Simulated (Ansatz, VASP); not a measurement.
# BAs: VASP beside Ansatz

```
B As
1.0
     3.37514    0.00000    0.00000
    -1.68757    2.92296    0.00000
     0.00000    0.00000   23.80000
B As
1 1
Direct
  0.33333 0.66667 0.29412
  0.66667 0.33333 0.29412
```

Alike in both runs: functional PBE; dispersion D3(BJ); k mesh 12 × 12 × 1; occupations gaussian, width 0.03 eV; no spin polarisation.

Ansatz relaxed the structure, and its values are those at the end. VASP's run is a single point on that final structure, the one shown.

```csv
,VASP,Ansatz
version,VASP 6.6.1,Ansatz 0.2.0
potentials or method,"VASP PAW PBE potentials, release 64 (B, As), cutoff 420 eV","scalar-relativistic, plane waves, PAW"
valence electrons in the cell,8,18
```

VASP gave:

* gap on the k mesh at the Fermi level (eV): 0.74
* least direct gap on the mesh (eV): 0.74

**Question.** Which values does Ansatz return?

**Answer.** gap on the k mesh at the Fermi level (eV): 0.75; least direct gap on the mesh (eV): 0.75.

VASP's potentials hold 8 valence electrons a cell and Ansatz's 18, so a difference there can come from the potentials and not from the codes. Ansatz's warnings: slab cell height set, structure snapped to symmetry.
